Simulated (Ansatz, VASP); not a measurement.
## One calculation of BiB, two programs

```
CELL_PARAMETERS angstrom
3.35540 0.00000 0.00000
0.00000 3.35540 0.00000
0.00000 0.00000 3.35540
ATOMIC_POSITIONS crystal
B 0.00000 0.00000 0.00000
Bi 0.50000 0.50000 0.50000
```

Alike in both runs: task single point; functional r2SCAN; dispersion rVV10; k mesh 8 × 8 × 8; occupations fermi-dirac, width 0.03 eV; no spin polarisation.

|  | VASP | Ansatz |
| --- | --- | --- |
| version | VASP 6.6.1 | Ansatz 0.2.0 |
| potentials or method | VASP PAW PBE potentials, release 64 (B, Bi_d) | plane waves, PAW |
| plane-wave cutoff (eV) | 520 | 500 |
| valence electrons in the cell | 18 | 18 |

|  | VASP | Ansatz | Ansatz less VASP |
| --- | --- | --- | --- |
| pressure (GPa) | 0.2 | 0.0 | -0.25 |

VASP's potentials were made for PBE, not for r2SCAN.

Spin-orbit coupling is off throughout.
